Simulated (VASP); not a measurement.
A run of VASP 6.6.1 is set up as follows.

INCAR

```
SYSTEM = ZnCl3
ALGO = Normal
EDIFF = 1E-6
EDIFFG = -0.04
ENCUT = 600
GGA = PE
IBRION = 2
ISIF = 3
ISMEAR = 0
LASPH = .TRUE.
LCHARG = .FALSE.
LREAL = .FALSE.
LWAVE = .FALSE.
NELM = 80
NSW = 90
PREC = Accurate
SIGMA = 0.1
```

Contents of KPOINTS:

```
k-points
0
G
  6 6 2
  0 0 0
```

File POSCAR:

```
ZnCl3
1.0
    3.1882930900      0.0000000000      0.0000000000
   -1.5941465400      2.7611428100      0.0000000000
    0.0000000000      0.0000000000     10.1014236700
Zn Cl
1 3
Direct
    0.6666666700      0.3333333300      0.0000000000
    0.6666666700      0.3333333300      0.5000000000
    0.3333333300      0.6666666700      0.2505199900
    0.3333333300      0.6666666700      0.7494800100
```

Potentials or basis: VASP PAW PBE potentials, release 64 (Zn, Cl).

Launch:

```sh
$ cat potpaw_PBE.64/Zn/POTCAR potpaw_PBE.64/Cl/POTCAR > POTCAR
$ mpirun -np 1 vasp_std > vasp.out
```

Problem. What does it give for the relaxed volume?

Solution. 26.36 Å³/atom.

Problem. What does it give for the relaxed cell?

Solution. a = 3.384 Å, b = 3.384 Å, c = 10.635 Å, α = 90.00°, β = 90.00°, γ = 120.00°.

Forces on the atoms (eV/Å):
```
Zn   0.000  0.000  0.000
Cl   0.000  0.000  0.000
Cl   0.000  0.000 -0.003
Cl   0.000  0.000  0.003
```

Caveat: the k points lie up to 0.36 Å⁻¹ apart in the final cell, too coarse for converged energies and pressures of a metal; the volume moved by over 15 % at a fixed basis, so the end points are rough; this functional lacks dispersion, which binds layers or chains, so the pressure and a relaxed spacing across them are unreliable; an odd number of electrons without spin polarisation forces a metal; a magnetic or distorted state may lie lower.
